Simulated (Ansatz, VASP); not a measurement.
## Two plane-wave programs on ZnS

INCAR

```
PREC = Accurate ; ENCUT = 520
EDIFF = 1E-6 ; ISMEAR = 0
SIGMA = 0.05 ; LREAL = F
LASPH = T ; NELM = 100
ALGO = Normal ; ISIF = 2
LWAVE = F ; LCHARG = F
GGA = PE ; NBANDS = 46
```

KPOINTS

```
regular mesh
0
Gamma
  8 8 3
```

POSCAR

```
ZnS
1.0
   -3.8109987816      0.0000000000      0.0000000000
   -1.9054993908     -3.3004217586      0.0000000000
   -5.2403138746     -3.0254966261     12.4680000000
Zn S
4 4
Direct
   -0.2659592917     -0.2659592917      0.6537500000
    0.1923907083      0.1923907083      0.1537500000
   -0.1618009583     -0.1618009583      0.9037500000
    0.2965490417      0.2965490417      0.4037500000
   -0.4424240417     -0.4424240417      0.8462500000
    0.0159259583      0.0159259583      0.3462500000
    0.5784342917      0.5784342917      0.0962500000
    0.1200842917      0.1200842917      0.5962500000
```

Input for Ansatz:

```yaml
crystal:
  lattice:
    - [-3.8109987816, 0.0, 0.0]
    - [-1.9054993908, -3.3004217586, 0.0]
    - [-5.2403138746, -3.0254966261, 12.468]
  atoms:
    - { symbol: Zn, position: [-0.2659592917, -0.2659592917, 0.65375] }
    - { symbol: Zn, position: [0.1923907083, 0.1923907083, 0.15375] }
    - { symbol: Zn, position: [-0.1618009583, -0.1618009583, 0.90375] }
    - { symbol: Zn, position: [0.2965490417, 0.2965490417, 0.40375] }
    - { symbol: S, position: [-0.4424240417, -0.4424240417, 0.84625] }
    - { symbol: S, position: [0.0159259583, 0.0159259583, 0.34625] }
    - { symbol: S, position: [0.5784342917, 0.5784342917, 0.09625] }
    - { symbol: S, position: [0.1200842917, 0.1200842917, 0.59625] }
basis:
  ecutwfc: 420
kpoints:
  mp_grid: { grid: [8, 8, 3] }
hamiltonian:
  xc: pbe
scf:
  occupations: { method: gaussian, width: 0.05 }
output:
  forces: true
  stress: true
  eigenvalues: true
```

Alike in both runs: task single point; functional PBE; k mesh 8 × 8 × 3; occupations gaussian, width 0.05 eV; no spin polarisation.

|  | VASP | Ansatz |
| --- | --- | --- |
| version | VASP 6.6.1 | Ansatz 0.2.0 |
| potentials or method | VASP PAW PBE potentials, release 64 (Zn, S), cutoff 520 eV | scalar-relativistic, plane waves, PAW |
| valence electrons in the cell | 72 | 72 |

```csv
,VASP,Ansatz,Ansatz less VASP
gap on the k mesh at the Fermi level (eV),2.10,2.09,-0.006
least direct gap on the mesh (eV),2.10,2.09,-0.006
pressure (GPa),2.4,2.2,-0.15
"traceless stress, the component that is largest in VASP (GPa)",-1.33,-1.31,+0.030
rms of the force components (eV/Å),0.221,0.219,-0.0018
```

Atom by atom the forces differ by 0.002 eV/Å (rms over components). The functional is the same, so the differences come from potentials, cutoffs and numerics.
